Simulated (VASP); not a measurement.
A run of VASP 6.6.1:

INCAR

```
PREC = Accurate
ENCUT = 520
EDIFF = 1E-6
ISMEAR = 0
SIGMA = 0.1
LREAL = F
LASPH = T
NELM = 150
ALGO = Normal
ISIF = 2
LWAVE = F
LCHARG = F
ISPIN = 2
MAGMOM = 1.22 1.22 1.22 0 0
LORBIT = 11
LMAXMIX = 4
GGA = PS
NBANDS = 40
```

The input KPOINTS:

```
regular mesh
0
Gamma
  10 10 10
```

Contents of POSCAR:

```
Mn3ZnN
1.0
    3.7991027322      0.0000000000      0.0000000000
    0.0000000000      3.7991027322      0.0000000000
    0.0000000000      0.0000000000      3.7991027322
Mn Zn N
3 1 1
Direct
    0.0000000000      0.5000000000      0.5000000000
    0.5000000000      0.0000000000      0.5000000000
    0.5000000000      0.5000000000      0.0000000000
    0.0000000000      0.0000000000      0.0000000000
    0.5000000000      0.5000000000      0.5000000000
```

Potentials or basis: VASP PAW PBE potentials, release 64 (Mn_pv, Zn, N).

Launch:

```bash
$ cat potpaw_PBE.64/Mn_pv/POTCAR potpaw_PBE.64/Zn/POTCAR potpaw_PBE.64/N/POTCAR > POTCAR
$ mpirun -np 1 vasp_std > vasp.out
```

Hardware: 1 thread of Intel(R) Xeon(R) Platinum 8488C (Sapphire Rapids) (shared host).

**Question.** Estimate the wall time of this run.

**Answer.** Wall time 2.9 min on 1 thread of Intel(R) Xeon(R) Platinum 8488C (Sapphire Rapids), with other jobs on the host, peak memory 0.3 GiB. Counts: scf iterations 15, k points 56.
